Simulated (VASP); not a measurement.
Crystal: Al2Cu.

```
CELL_PARAMETERS angstrom
2.88975 0.00000 0.00000
-1.44488 2.50260 0.00000
0.00000 0.00000 6.14415
ATOMIC_POSITIONS crystal
Al 0.33333 0.66667 0.82090
Al 0.66667 0.33333 0.17910
Cu 0.00000 0.00000 0.50000
```

The cell was built from a structure type or drawn by symmetry, and may not be a known phase.

| Quantity | Value |
| --- | --- |
| Program | VASP 6.6.1 |
| Task | relaxation of cell and atoms |
| Functional | PBE |
| Potentials or basis | VASP PAW PBE potentials, release 64 (Al, Cu) |
| Cutoff | 600 eV |
| k mesh | 12 × 12 × 6 |
| Occupations | gaussian, width 0.1 eV |
| Spin | no spin polarisation |

At the start: pressure 0.2 GPa; volume 14.81 Å³/atom.

**Question.** Where does the relaxation end?

**Answer.** Over 11 steps the energy falls by 2.7 meV/atom and the volume is 14.79 Å³/atom (-0.2 %); space group P-3m1 (No. 164, to 0.1 Å) before and after.

Step by step:
| step | energy change (eV) | largest force (eV/Å) | pressure (GPa) | volume (Å³) |
| --- | --- | --- | --- | --- |
| 1 | 0.0000 | 0.2301 | 0.19 | 44.43 |
| 2 | -0.0051 | 0.1090 | -0.16 | 44.55 |
| 3 | -0.0069 | 0.0254 | -0.55 | 44.70 |
| 4 | -0.0069 | 0.0096 | -0.50 | 44.68 |
| 5 | -0.0076 | 0.0354 | 0.07 | 44.33 |
| 6 | -0.0076 | 0.0366 | 0.21 | 44.31 |
| 7 | -0.0076 | 0.0356 | 0.22 | 44.32 |
| 8 | -0.0078 | 0.0126 | -0.18 | 44.48 |
| 9 | -0.0078 | 0.0178 | -0.18 | 44.45 |
| 10 | -0.0080 | 0.0045 | -0.13 | 44.38 |
| 11 | -0.0080 | 0.0011 | -0.02 | 44.36 |

Final structure:
```xyz
3
Lattice="2.8658 0.0000 0.0000 -1.4329 2.4819 0.0000 0.0000 0.0000 6.2363" Properties=species:S:1:pos:R:3 pbc="T T T"
Al    0.0000    1.6546    5.0975
Al    1.4329    0.8273    1.1387
Cu    0.0000    0.0000    3.1181
```
